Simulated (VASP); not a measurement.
Write the native input for VASP 6.6.1 that does the following.

| Item | Value |
| --- | --- |
| Task | single point |
| Functional | PBEsol |
| Potentials or basis | VASP PAW PBE potentials, release 64 (K_sv, I) |
| Cutoff | 520 eV |
| k mesh | 6 × 6 × 6 |
| Occupations | gaussian, width 0.01 eV |
| Spin | no spin polarisation |
| Dipole correction | no |
| Further INCAR settings | ALGO = Normal; EDIFF = 1e-07; NBANDS = 15 |

The structure of KI lies in POSCAR:

```
KI
1.0
    0.0000000000      3.5024800858      3.5024800858
    3.5024800858      0.0000000000      3.5024800858
    3.5024800858      3.5024800858      0.0000000000
K I
1 1
Direct
    0.0000000000      0.0000000000      0.0000000000
    0.5000000000      0.5000000000      0.5000000000
```

The input as run:

INCAR

```
ALGO = Normal
EDIFF = 1E-7
ENCUT = 520
GGA = PS
ISIF = 2
ISMEAR = 0
LASPH = True
LCHARG = False
LREAL = False
LWAVE = False
NBANDS = 15
NELM = 80
PREC = Accurate
SIGMA = 0.01
```

KPOINTS

```
k-points
0
Gamma
  6 6 6
```

Potentials or basis: VASP PAW PBE potentials, release 64 (K_sv, I).

Run with:

```console
$ cat potpaw_PBE.64/K_sv/POTCAR potpaw_PBE.64/I/POTCAR > POTCAR
$ mpirun -np 1 vasp_std > vasp.out
```

It gave:

```yaml
Pressure: 0.0 GPa
Band_gap_on_the_k_mesh: 3.87 eV, direct
```

Caveat: the PAW data sets were made with another functional, which shifts forces and pressure a little; spin-orbit coupling is left out, which moves the levels of the heavy elements.

Wall time 18 s on 1 thread of Oxide Virtual Turin-like Processor (shared host), peak memory 0.2 GiB.
